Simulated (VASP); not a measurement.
# PbS (Cmcm) in VASP: further runs, part 2 of 2

VASP 6.6.1.

## (3) Single point, LDA (volume scaled by 1.06)

INCAR reads:

```
PREC     = Accurate       # precision mode
ENCUT    = 520            # plane-wave cutoff, eV
EDIFF    = 1E-6           # SCF threshold, eV
ISMEAR   = -1             # smearing method
SIGMA    = 0.05           # smearing width, eV
LREAL    = False          # projectors in reciprocal space
LASPH    = True           # aspherical terms in the spheres
NELM     = 100            # most SCF steps
ALGO     = Normal         # electronic algorithm
ISIF     = 2              # what is computed and relaxed
LWAVE    = False          # write WAVECAR
LCHARG   = False          # write CHGCAR
GGA      = CA             # functional
NBANDS   = 28             # bands
```

KPOINTS reads:

```
regular mesh
0
Gamma
  7 7 6
```

POSCAR reads:

```
PbS
1.0
    2.1207464379     -6.1088031065      0.0000000000
    2.1207464379      6.1088031065      0.0000000000
    0.0000000000      0.0000000000      4.3632505017
Pb S
2 2
Direct
    0.1305633500      0.8694366500      0.2500000000
    0.8694366500      0.1305633500      0.7500000000
    0.3547970900      0.6452029100      0.2500000000
    0.6452029100      0.3547970900      0.7500000000
```

Potentials or basis: VASP PAW LDA potentials, release 64 (Pb_d, S).

On the command line:

```
cat potpaw_LDA.64/Pb_d/POTCAR potpaw_LDA.64/S/POTCAR > POTCAR
mpirun -np 1 vasp_std > vasp.out
```

OUTCAR:

```text
PREC = Accurate
   ENCUT = 520
   EDIFF = 1E-6
   ISMEAR = -1
   LREAL = False
   LASPH = True
   NELM = 100
   ISIF = 2
   GGA = CA

 ion  position               nearest neighbor table
   1  0.131  0.869  0.250-   3 2.74   4 3.05   4 3.05   4 3.05   4 3.05   2 3.86   2 3.86
   2  0.869  0.131  0.750-   4 2.74   3 3.05   3 3.05   3 3.05   3 3.05   1 3.86   1 3.86
   3  0.355  0.645  0.250-   1 2.74   2 3.05   2 3.05   2 3.05   2 3.05
   4  0.645  0.355  0.750-   2 2.74   1 3.05   1 3.05   1 3.05   1 3.05

  LATTYP: Found a base centered orthorhombic cell.
 ALAT       =     4.2414928758
 B/A-ratio  =     2.8804966956
 C/A-ratio  =     1.0287063139

  Lattice vectors:

 A1 = (   2.1207464379,  -6.1088031065,   0.0000000000)
 A2 = (   2.1207464379,   6.1088031065,   0.0000000000)
 A3 = (   0.0000000000,   0.0000000000,   4.3632505017)

Analysis of symmetry for initial positions (statically):
=====================================================================
 Subroutine PRICEL returns:
 Original cell was already a primitive cell.

 Routine SETGRP: Setting up the symmetry group for a
 base centered orthorhombic supercell.

 Subroutine GETGRP returns: Found  8 space group operations
 (whereof  4 operations were pure point group operations)
 out of a pool of  8 trial point group operations.

The static configuration has the point symmetry C_2h.
 The point group associated with its full space group is D_2h.

Analysis of symmetry for dynamics (positions and initial velocities):
=====================================================================
 Subroutine PRICEL returns:
 Original cell was already a primitive cell.

 Routine SETGRP: Setting up the symmetry group for a
 base centered orthorhombic supercell.
[... 123 lines left out ...]
   EMIN   =  10.00;   EMAX   =-10.00  energy-range for DOS
   EFERMI =   0.00;   METHOD = LEGACY
   ISMEAR =    -1;   SIGMA  =   0.05  broadening in eV -4-tet -1-fermi 0-gaus
   EFERMI_NEDOS =   21; number of points for ismear=-14 and -15
   IALGO  =     38    algorithm
   IMIX   =      4    mixing-type and parameters
     AMIX     =   0.40;   BMIX     =  1.00
     AMIX_MAG =   1.60;   BMIX_MAG =  1.00
  volume/ion in A,a.u.               =      28.26       190.73
  Fermi-wavevector in a.u.,A,eV,Ry     =   1.157888  2.188091 18.241388  1.340704
  Thomas-Fermi vector in A             =   2.294495
   LORBIT       =      0    0 simple, 1 ext, 2 COOP (PROOUT), +10 PAW based schemes
   GGA     = CA    functional components
   LHFCALC =     F    Hartree Fock is set to
   AEXX    =    0.0000 exact exchange contribution
   IVDW    =     0    specifies the selected vdW correction
   LEPSILON=     F    determine dielectric tensor
   LRPA    =     F    only Hartree local field effects (RPA)
 non-spin polarized calculation
  energy-cutoff  :      520.00
  volume of cell :      113.05
 maximum number of plane-waves:      3062
   NGX = 25   NGY = 25   NGZ = 17

 number of electron      39.9999996 magnetization

 Free energy of the ion-electron system (eV)
  ---------------------------------------------------
  ext. energy  EPLUGINS =         0.00000000
  ---------------------------------------------------
  free energy    TOTEN  =       -19.58940514 eV

  energy without entropy =      -19.58940475  energy(sigma->0) =      -19.58940494

 E-fermi :   4.5952     XC(G=0):  -9.6651

 val. band max:        3.9719059509   @ k =   0.2857   0.1429   0.0000
 cond. band min:       5.1572589684   @ k =   0.4286   0.4286   0.0000
 fundamental gap:      1.1853530174
 Fermi energy:         4.5951503785

 k-point     1 :       0.0000    0.0000    0.0000
  band No.  band energies     occupation
      1     -12.2385      2.00000
      2     -12.1710      2.00000
      3     -12.1639      2.00000
      4     -12.1611      2.00000
      5     -12.1317      2.00000
      6     -12.1315      2.00000
[... 733 lines left out ...]
     27      11.3342      0.00000
     28      12.1460      0.00000

 [... further k-points ...]

------------------------ aborting loop because EDIFF is reached ----------------------------------------

  FORCE on cell =-STRESS in cart. coord.  units (eV):
  Direction    XX          YY          ZZ          XY          YZ          ZX
  --------------------------------------------------------------------------------------
  -------------------------------------------------------------------------------------
  Total       -4.2377709     -3.8353895     -4.3911433      0.0000000      0.0000000      0.0000000
  in kB      -60.0569173    -54.3544414    -62.2304840      0.0000000      0.0000000      0.0000000
  external PRESSURE =     -58.8806142 kB  Pullay stress =       0.0000000 kB

 VOLUME and BASIS-vectors are now :
 -----------------------------------------------------------------------------
  energy-cutoff  :      520.00
  volume of cell :      113.05
      direct lattice vectors                 reciprocal lattice vectors
     2.120746438 -6.108803106  0.000000000     0.235766045 -0.081849094  0.000000000
     2.120746438  6.108803106  0.000000000     0.235766045  0.081849094  0.000000000
     0.000000000  0.000000000  4.363250502     0.000000000  0.000000000  0.229186933

 POSITION                                       TOTAL-FORCE (eV/Angst)
 -----------------------------------------------------------------------------------
      2.12075      4.51363      1.09081         0.000000     -0.420684      0.000000
      2.12075     -4.51363      3.27244         0.000000      0.420684     -0.000000
      2.12075      1.77403      1.09081         0.000000      0.249629      0.000000
      2.12075     -1.77403      3.27244         0.000000     -0.249629      0.000000
 -----------------------------------------------------------------------------------
    total drift:                               -0.000000     -0.000000      0.000000

  FREE ENERGIE OF THE ION-ELECTRON SYSTEM (eV)
  ---------------------------------------------------
  free  energy   TOTEN  =       -19.5894051370 eV

  energy  without entropy=      -19.5894047460  energy(sigma->0) =      -19.58940494
```

It took 2.3 min on 1 thread of Intel Xeon Platinum 8375C at 2.90GHz (Ice Lake), shared host; peak memory 0.32 GiB.

Results:

| Item | Value |
| --- | --- |
| Free energy | -19.5894 eV |
| Pressure | -5.9 GPa |
| Largest force | 0.421 eV/Å |
| Band gap on the k mesh | 1.19 eV, indirect (least direct gap 1.26 eV) |

Forces in eV/Å, atoms in the order of the input:
```
Pb   0.000 -0.421  0.000
Pb   0.000  0.421  0.000
S    0.000  0.250  0.000
S    0.000 -0.250  0.000
```

Stress tensor (GPa, compression positive):
```
-6.01  0.00  0.00
 0.00 -5.44  0.00
 0.00  0.00 -6.22
```

Levels at points of the mesh, in eV from the valence-band top:
```csv
k point,band 16,band 17,band 18,band 19,band 20,band 21,band 22,band 23,band 24,band 25
"(0.00, 0.00, 0.00)",-2.58,-2.05,-1.36,-1.19,-0.32,4.48,4.69,4.79,5.31,5.52
"(0.00, 0.00, 0.50)",-2.40,-0.85,-0.85,-0.04,-0.04,1.79,1.79,2.76,2.76,4.79
```

Caveat: spin-orbit coupling is left out, which moves the levels of the heavy elements. A k mesh can miss the band edges.
